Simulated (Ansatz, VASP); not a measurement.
# Be in VASP and in Ansatz

```
Be
1.0
     2.21422    0.00000    0.00000
    -1.10711    1.91757    0.00000
     0.00000    0.00000    3.50000
Be
2
Direct
  0.33333 0.66667 0.25000
  0.66667 0.33333 0.75000
```

Alike in both runs: task relaxation of cell and atoms; functional PBE; k mesh 21 × 21 × 12; occupations gaussian, width 0.1 eV; no spin polarisation.

|  | VASP | Ansatz |
| --- | --- | --- |
| version | VASP 6.6.1 | Ansatz 0.2.0 |
| potentials or method | VASP PAW PBE potentials, release 64 (Be), cutoff 600 eV | scalar-relativistic, plane waves, PAW |
| valence electrons in the cell | 4 | 4 |

```csv
,VASP,Ansatz,Ansatz less VASP
"gap on the k mesh at the Fermi level, each at its own relaxed structure (eV)",none,none,-
relaxed volume (Å³/atom),7.92,7.91,-0.010
relaxed cell length with the largest relative difference (Å),3.568,3.567,-0.0016
```

A gap of «none» marks a metal or a gap that the smearing closes.
